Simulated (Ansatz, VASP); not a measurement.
## One calculation of Ti2Si4W, two programs

```
W Si Ti
1.0
    -3.11767    3.11767    2.54727
     3.11767   -3.11767    2.54727
     3.11767    3.11767   -2.54727
W Si Ti
1 4 2
Direct
  0.00000 0.00000 0.00000
  0.30300 0.30300 0.60600
  0.30300 0.69700 0.00000
  0.69700 0.69700 0.39400
  0.69700 0.30300 0.00000
  0.75000 0.25000 0.50000
  0.25000 0.75000 0.50000
```

Alike in both runs: task relaxation of cell and atoms; functional PBE; k mesh 5 × 5 × 5; occupations methfessel-paxton of order 1, width 0.2306 eV; no spin polarisation.

|  | VASP | Ansatz |
| --- | --- | --- |
| version | VASP 6.6.1 | Ansatz 0.2.0 |
| potentials or method | VASP PAW PBE potentials, release 64 (W_sv, Si, Ti_sv), cutoff 600 eV | PAW plane waves |
| valence electrons in the cell | 54 | 54 |

|  | VASP | Ansatz | Ansatz less VASP |
| --- | --- | --- | --- |
| gap on the k mesh at the Fermi level, each at its own relaxed structure (eV) | none | none | - |
| relaxed volume (Å³/atom) | 14.14 | 14.14 | +0.009 |
| relaxed cell length with the largest relative difference (Å) | 5.089 | 5.089 | +0.0008 |

A gap of «none» marks a metal or a gap that the smearing closes.

Neither program's run includes spin-orbit coupling.
